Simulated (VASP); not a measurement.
# NaI (Fm-3m) in VASP: a series of runs

The runs below take NaI through relaxation of cell and atoms, with PBEsol.

Program: VASP 6.6.1. These are calculated values, not measurements. Logs are shortened: lines on timing, memory, paths and dates and some standing lists are left out, and cuts for length are marked.

### Step 1. The cell of the first run

The structure is cubic, space group Fm-3m (No. 225). The conventional cell has a = 6.401 Å, b = 6.401 Å, c = 6.401 Å, α = 90.00°, β = 90.00°, γ = 90.00°. Na (site symmetry m-3m) has 6 I at 3.20 Å within 4.2 Å. Within 4.2 Å of I (site symmetry m-3m) lie 6 Na at 3.20 Å.

### Step 2. Relaxation of cell and atoms, PBEsol, target pressure 10 GPa, at which the enthalpy is minimised

File INCAR:

```
PREC = Accurate ; ENCUT = 600
EDIFF = 1E-6 ; ISMEAR = 0
SIGMA = 0.01 ; LREAL = False
LASPH = True ; NELM = 100
ALGO = Normal ; ISIF = 3
LWAVE = False ; LCHARG = False
GGA = PS ; IBRION = 2
NSW = 100 ; EDIFFG = -0.002
PSTRESS = 100.0
```

File KPOINTS:

```
regular mesh
0
Gamma
  8 8 8
```

File POSCAR:

```
NaI
1.0
    0.0000000000      3.2002564326      3.2002564326
    3.2002564326      0.0000000000      3.2002564326
    3.2002564326      3.2002564326      0.0000000000
Na I
1 1
Direct
    0.0000000000      0.0000000000      0.0000000000
    0.5000000000      0.5000000000      0.5000000000
```

Potentials or basis: VASP PAW PBE potentials, release 64 (Na_pv, I).

Run with:

```bash
$ cat potpaw_PBE.64/Na_pv/POTCAR potpaw_PBE.64/I/POTCAR > POTCAR
$ mpirun -np 1 vasp_std > vasp.out
```

OUTCAR:

```text
PREC = Accurate
   ENCUT = 600
   EDIFF = 1E-6
   ISMEAR = 0
   LREAL = False
   LASPH = True
   NELM = 100
   ISIF = 3
   GGA = PS
   IBRION = 2
   NSW = 100
   EDIFFG = -0.002
   PSTRESS = 100.0

 ion  position               nearest neighbor table
   1  0.000  0.000  0.000-
   2  0.500  0.500  0.500-

  LATTYP: Found a face centered cubic cell.
 ALAT       =     6.4005128652

  Lattice vectors:

 A1 = (   0.0000000000,   3.2002564326,   3.2002564326)
 A2 = (   3.2002564326,   0.0000000000,   3.2002564326)
 A3 = (   3.2002564326,   3.2002564326,   0.0000000000)

Analysis of symmetry for initial positions (statically):
=====================================================================
 Subroutine PRICEL returns:
 Original cell was already a primitive cell.

 Routine SETGRP: Setting up the symmetry group for a
 face centered cubic supercell.

 Subroutine GETGRP returns: Found 48 space group operations
 (whereof 48 operations were pure point group operations)
 out of a pool of 48 trial point group operations.

The static configuration has the point symmetry O_h .

Analysis of symmetry for dynamics (positions and initial velocities):
=====================================================================
 Subroutine PRICEL returns:
 Original cell was already a primitive cell.

 Routine SETGRP: Setting up the symmetry group for a
 face centered cubic supercell.

 Subroutine GETGRP returns: Found 48 space group operations
 (whereof 48 operations were pure point group operations)
 out of a pool of 48 trial point group operations.

The dynamic configuration has the point symmetry O_h .

 Subroutine INISYM returns: Found 48 space group operations
 (whereof 48 operations are pure point group operations),
 and found     1 'primitive' translations

----------------------------------------------------------------------------------------

                                     Primitive cell

  volume of cell :      65.5518

  direct lattice vectors                    reciprocal lattice vectors
     0.000000000  3.200256433  3.200256433    -0.156237480  0.156237480  0.156237480
     3.200256433  0.000000000  3.200256433     0.156237480 -0.156237480  0.156237480
     3.200256433  3.200256433  0.000000000     0.156237480  0.156237480 -0.156237480

  length of vectors
     4.525846050  4.525846050  4.525846050     0.270611253  0.270611253  0.270611253

  position of ions in fractional coordinates (direct lattice)
     0.000000000  0.000000000  0.000000000
     0.500000000  0.500000000  0.500000000

  ion indices of the primitive-cell ions
   primitive index   ion index
                 1           1
                 2           2

----------------------------------------------------------------------------------------

 KPOINTS: regular mesh

Automatic generation of k-mesh.
 Grid dimensions read from file:
 generate k-points for:    8    8    8

 Generating k-lattice:

  Cartesian coordinates                     Fractional coordinates (reciprocal lattice)
    -0.019529685  0.019529685  0.019529685     0.125000000  0.000000000  0.000000000
     0.019529685 -0.019529685  0.019529685     0.000000000  0.125000000  0.000000000
     0.019529685  0.019529685 -0.019529685     0.000000000  0.000000000  0.125000000

  Length of vectors
     0.033826407  0.033826407  0.033826407

  Shift w.r.t. Gamma in fractional coordinates (k-lattice)
     0.000000000  0.000000000  0.000000000

 Subroutine IBZKPT returns following result:
 ===========================================

 Found     29 irreducible k-points:

 Following reciprocal coordinates:
            Coordinates               Weight
  0.000000  0.000000  0.000000      1.000000
  0.125000  0.000000  0.000000      8.000000
  0.250000  0.000000  0.000000      8.000000
  0.375000  0.000000  0.000000      8.000000
  0.500000  0.000000  0.000000      4.000000
  0.125000  0.125000  0.000000      6.000000
[... 16 lines left out ...]
  0.500000  0.250000  0.125000     48.000000
 -0.375000  0.250000  0.125000     24.000000
 [... further k-points ...]
   k-points           NKPTS =     29   k-points in BZ     NKDIM =     29   number of bands    NBANDS=     11
   number of dos      NEDOS =    301   number of ions     NIONS =      2
   total plane-waves  NPLWV =  46656
   dimension x,y,z NGX =    36 NGY =   36 NGZ =   36
   dimension x,y,z NGXF=    72 NGYF=   72 NGZF=   72
   ions per type =               1   1
   NGX,Y,Z   is equivalent  to a cutoff of  13.22, 13.22, 13.22 a.u.
   NGXF,Y,Z  is equivalent  to a cutoff of  26.45, 26.45, 26.45 a.u.
 SYSTEM =  unknown system
   PREC   = accura    normal or accurate (medium, high low for compatibility)
   ISTART =      0    job   : 0-new  1-cont  2-samecut
   ICHARG =      2    charge: 1-file 2-atom 10-const
   ISPIN  =      1    spin polarized calculation?
   LNONCOLLINEAR =      F non collinear calculations
   LSORBIT =      F    spin-orbit coupling
   LASPH  =      T    aspherical Exc in radial PAW
   ENCUT  =  600.0 eV  44.10 Ry    6.64 a.u.   9.04  9.04  9.04*2*pi/ulx,y,z
   NELM   =    100;   NELMIN=  2; NELMDL= -5     # of ELM steps
   EDIFF  = 0.1E-05   stopping-criterion for ELM
   LREAL  =      F    real-space projection
   EDIFFG = -.2E-02   stopping-criterion for IOM
   NSW    =    100    number of steps for IOM
   IBRION =      2    ionic relax: 0-MD 1-quasi-New 2-CG
   NFREE  =      1    steps in history (QN), initial steepest desc. (CG)
   ISIF   =      3    stress and relaxation
   ISYM   =      2    0-nonsym 1-usesym 2-fastsym
   POTIM  = 0.5000    time-step for ionic-motion
   TEBEG  =    0.0;   TEEND  =   0.0 temperature during run
   PSTRESS=  100.0 pullay stress
   NELECT =      14.0000    total number of electrons
   NUPDOWN=      -1.0000    fix difference up-down
   EMIN   =  10.00;   EMAX   =-10.00  energy-range for DOS
   EFERMI =   0.00;   METHOD = LEGACY
   ISMEAR =     0;   SIGMA  =   0.01  broadening in eV -4-tet -1-fermi 0-gaus
   EFERMI_NEDOS =   21; number of points for ismear=-14 and -15
   IALGO  =     38    algorithm
   IMIX   =      4    mixing-type and parameters
     AMIX     =   0.40;   BMIX     =  1.00
     AMIX_MAG =   1.60;   BMIX_MAG =  1.00
  volume/ion in A,a.u.               =      32.78       221.18
  Fermi-wavevector in a.u.,A,eV,Ry     =   0.978564  1.849219 13.028779  0.957588
  Thomas-Fermi vector in A             =   2.109350
   LORBIT       =      0    0 simple, 1 ext, 2 COOP (PROOUT), +10 PAW based schemes
   GGA     = PS    functional components
   LHFCALC =     F    Hartree Fock is set to
   AEXX    =    0.0000 exact exchange contribution
   IVDW    =     0    specifies the selected vdW correction
   LEPSILON=     F    determine dielectric tensor
   LRPA    =     F    only Hartree local field effects (RPA)
 conjugate gradient relaxation of ions
 non-spin polarized calculation
 Gauss-broadening in eV      SIGMA  =   0.01
  energy-cutoff  :      600.00
  volume of cell :       65.55
 maximum number of plane-waves:      2208
   NGX = 19   NGY = 19   NGZ = 19

--------------------------------------- Ionic step        1  -------------------------------------------

 number of electron      13.9999999 magnetization

 Free energy of the ion-electron system (eV)
  ---------------------------------------------------
  ext. energy  EPLUGINS =         0.00000000
  ---------------------------------------------------
  free energy    TOTEN  =        -5.66993386 eV

  energy without entropy =       -5.66993386  energy(sigma->0) =       -5.66993386

 E-fermi :   0.9998     XC(G=0):  -7.9832

 val. band max:        0.9552695880   @ k =   0.0000   0.0000   0.0000
 cond. band min:       4.5486429424   @ k =   0.0000   0.0000   0.0000
 fundamental gap:      3.5933733544
 Fermi energy:         0.9998012593

 k-point     1 :       0.0000    0.0000    0.0000
  band No.  band energies     occupation
      1     -21.2535      2.00000
      2     -21.2535      2.00000
      3     -21.2535      2.00000
      4     -10.1916      2.00000
      5       0.9553      2.00000
      6       0.9553      2.00000
      7       0.9553      2.00000
      8       4.5486      0.00000
      9       8.7998      0.00000
     10       8.7998      0.00000
     11       8.7998      0.00000

 k-point     2 :       0.1250    0.0000    0.0000
  band No.  band energies     occupation
      1     -21.2545      2.00000
      2     -21.2536      2.00000
      3     -21.2536      2.00000
      4     -10.1439      2.00000
      5       0.4542      2.00000
      6       0.9064      2.00000
      7       0.9064      2.00000
      8       5.0938      0.00000
      9       8.4175      0.00000
     10       8.9605      0.00000
     11       8.9605      0.00000
[... 375 lines left out ...]
  FREE ENERGIE OF THE ION-ELECTRON SYSTEM (eV)
  ---------------------------------------------------
  free  energy   TOTEN  =        -5.2094508170 eV

  energy  without entropy=       -5.2094508170  energy(sigma->0) =       -5.20945082

  enthalpy is  TOTEN    =        -2.2082635613 eV   P V=        3.0011872556

--------------------------------------- Ionic step        3  -------------------------------------------

 number of electron      13.9999996 magnetization

 Free energy of the ion-electron system (eV)
  ---------------------------------------------------
  ext. energy  EPLUGINS =         0.00000000
  ---------------------------------------------------
  free energy    TOTEN  =        -5.27671969 eV

  energy without entropy =       -5.27671969  energy(sigma->0) =       -5.27671969

 E-fermi :   3.5798     XC(G=0):  -9.2290

 val. band max:        3.4971469917   @ k =   0.0000   0.0000   0.0000
 cond. band min:       8.0550160424   @ k =   0.5000   0.5000   0.0000
 fundamental gap:      4.5578690507
 Fermi energy:         3.5798328031

 k-point     1 :       0.0000    0.0000    0.0000
  band No.  band energies     occupation
      1     -18.7036      2.00000
      2     -18.7036      2.00000
      3     -18.7036      2.00000
      4      -8.7298      2.00000
      5       3.4971      2.00000
      6       3.4971      2.00000
      7       3.4971      2.00000
      8       8.1275      0.00000
      9      11.1702      0.00000
     10      11.1702      0.00000
     11      11.1702      0.00000

 k-point     2 :       0.1250    0.0000    0.0000
  band No.  band energies     occupation
      1     -18.7079      2.00000
      2     -18.7037      2.00000
      3     -18.7037      2.00000
      4      -8.6286      2.00000
      5       2.7187      2.00000
      6       3.4025      2.00000
      7       3.4025      2.00000
      8       8.7561      0.00000
      9      10.8555      0.00000
     10      11.4124      0.00000
     11      11.4124      0.00000
[... 330 lines left out ...]
 POSITION                                       TOTAL-FORCE (eV/Angst)
 -----------------------------------------------------------------------------------
      0.00000      0.00000      0.00000        -0.000000     -0.000000      0.000000
      2.90630      2.90630      2.90630         0.000000      0.000000     -0.000000
 -----------------------------------------------------------------------------------
    total drift:                                0.000000      0.000000      0.000000

  FREE ENERGIE OF THE ION-ELECTRON SYSTEM (eV)
  ---------------------------------------------------
  free  energy   TOTEN  =        -5.2767196857 eV

  energy  without entropy=       -5.2767196857  energy(sigma->0) =       -5.27671969

  enthalpy is  TOTEN    =        -2.2123686990 eV   P V=        3.0643509867

 reached required accuracy - stopping structural energy minimisation
```

Run time: 50 s. Hardware: 1 thread of Intel Xeon Platinum 8259CL at 2.50GHz (Skylake/Cascade Lake), shared host; peak memory 0.22 GiB.

Results:

```
Free energy                                            : -5.2767 eV
Relaxed volume                                         : 24.55 Å³/atom
Relaxed cell                                           : a = 4.110 Å, b = 4.110 Å, c = 4.110 Å, α = 60.00°, β = 60.00°, γ = 60.00°
Space group after relaxing (to 0.05 Å)                 : Fm-3m (No. 225)
Energy change on relaxing (the enthalpy is what falls) : +196.6 meV/atom
Ionic steps                                            : 3
Pressure after relaxing                                : 10.0 GPa
Band gap on the k mesh                                 : 4.56 eV, indirect (least direct gap 4.63 eV)
```

Step by step:
```csv
step,energy change (eV),largest force (eV/Å),pressure (GPa),volume (Å³)
1,0.0000,0.0000,0.06,65.55
2,0.4605,0.0000,11.31,48.08
3,0.3932,0.0000,10.00,49.10
```

Final structure:
```
Na I
1.0
     0.00000    2.90630    2.90630
     2.90630    0.00000    2.90630
     2.90630    2.90630    0.00000
Na I
1 1
Direct
  0.00000 0.00000 0.00000
  0.50000 0.50000 0.50000
```

Levels at points of the mesh, in eV from the valence-band top:
```
           k point  band 5  band 6  band 7  band 8  band 9  band 10
(0.00, 0.00, 0.00)    0.00    0.00    0.00    4.63    7.67     7.67
(0.50, 0.00, 0.00)   -3.68   -0.57   -0.57    4.93    7.53     7.53
(0.50, 0.50, 0.00)   -3.27   -1.32   -1.32    4.56    4.57    11.98
```

Caveat: the cell is relaxed towards a set pressure, so the enthalpy falls and the energy may rise; the volume moved by over 15 % at a fixed basis, so the end points are rough; the PAW data sets were made with another functional, which shifts forces and pressure a little; spin-orbit coupling is left out, which moves the levels of the heavy elements. A k mesh can miss the band edges.

### Step 3. Relaxation of cell and atoms, PBEsol, target pressure 15 GPa, at which the enthalpy is minimised

File INCAR:

```
PREC = Accurate
ENCUT = 600
EDIFF = 1E-7
ISMEAR = 0
SIGMA = 0.01
LREAL = False
LASPH = True
NELM = 60
ALGO = Normal
ISIF = 3
LWAVE = False
LCHARG = False
GGA = PS
IBRION = 2
NSW = 100
EDIFFG = -0.002
PSTRESS = 150.0
```

KPOINTS is that of step 2.

POSCAR is that of step 2.

Potentials or basis: VASP PAW PBE potentials, release 64 (Na_pv, I).

Run with:

```bash
$ cat potpaw_PBE.64/Na_pv/POTCAR potpaw_PBE.64/I/POTCAR > POTCAR
$ mpirun -np 1 vasp_std > vasp.out
```

It took 2.5 min on 1 thread of Intel Xeon Platinum 8259CL at 2.50GHz (Skylake/Cascade Lake), shared host; peak memory 0.23 GiB.

It converged, with:

| Item | Value |
| --- | --- |
| Free energy | -5.0083 eV |
| Relaxed volume | 22.81 Å³/atom |
| Relaxed cell | a = 4.011 Å, b = 4.011 Å, c = 4.011 Å, α = 60.00°, β = 60.00°, γ = 60.00° |
| Space group after relaxing (to 0.05 Å) | Fm-3m (No. 225) |
| Energy change on relaxing (the enthalpy is what falls) | +330.8 meV/atom |
| Ionic steps | 9 |
| Pressure after relaxing | 15.0 GPa |
| Band gap on the k mesh | 4.29 eV, indirect (least direct gap 5.00 eV) |

Step by step:
```tsv
step	energy change (eV)	largest force (eV/Å)	pressure (GPa)	volume (Å³)
1	0.0000	0.0000	0.05	65.55
2	1.2863	0.0000	25.99	40.61
3	0.6600	0.0000	14.93	45.63
4	0.6933	0.0000	15.55	45.28
5	0.6473	0.0000	14.71	45.77
6	0.6640	0.0000	15.38	45.59
7	0.6546	0.0000	14.83	45.69
8	0.6593	0.0000	14.92	45.64
9	0.6616	0.0000	15.01	45.62
```

Final structure:
```
Na I
1.0
     0.00000    2.83591    2.83591
     2.83591    0.00000    2.83591
     2.83591    2.83591    0.00000
Na I
1 1
Direct
  0.00000 0.00000 0.00000
  0.50000 0.50000 0.50000
```

Levels at points of the mesh, in eV from the valence-band top:
```csv
k point,band 5,band 6,band 7,band 8,band 9,band 10
"(0.00, 0.00, 0.00)",0.00,0.00,0.00,5.00,7.58,7.58
"(0.50, 0.00, 0.00)",-4.10,-0.67,-0.67,4.90,7.54,7.54
"(0.50, 0.50, 0.00)",-3.66,-1.50,-1.50,4.29,4.57,12.55
```

Caveat: the cell is relaxed towards a set pressure, so the enthalpy falls and the energy may rise; the volume moved by over 15 % at a fixed basis, so the end points are rough; the PAW data sets were made with another functional, which shifts forces and pressure a little; spin-orbit coupling is left out, which moves the levels of the heavy elements. A k mesh can miss the band edges.
